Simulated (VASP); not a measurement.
Runs of VASP 6.6.1 on Ta. The structure is that of space group Im-3m (No. 229), or close to it. The cells are those of the table. 

```csv
task,level,cell,gap on the mesh (eV),pressure (GPa),relaxed volume (Å³/atom)
single point,PBE,"a = 2.878 Å, angles 109.5°, 1 atom",none,0.0,-
single point,PBE+D3(BJ),"a = 2.849 Å, angles 109.5°, 1 atom",none,(a),-
relaxation of cell and atoms,PBE+D3(BJ),"relaxed from a = 2.889 Å, angles 109.5°, 1 atom",none,0.0,17.83
relaxation of cell and atoms,PBE,"relaxed from a = 2.889 Å, angles 109.5°, 1 atom",none,0.0,18.34
```

Alike in all rows: potentials or basis VASP PAW PBE potentials, release 64 (Ta_pv); no spin polarisation; k mesh 7 × 7 × 7; cutoff (eV) 500; smearing methfessel-paxton 0.2128 eV.

Q: Fill in the values left out.

A: (a) 0.2.

Caveats: all runs use coarse meshes; spin-orbit coupling is left out, which moves the levels of the heavy elements; pairwise dispersion overbinds metals, which lowers pressure and volume (some runs).

A k mesh can miss the band edges, and the runs leave out spin-orbit coupling on Ta.

A gap of «none» marks levels without a gap at the run's occupations.
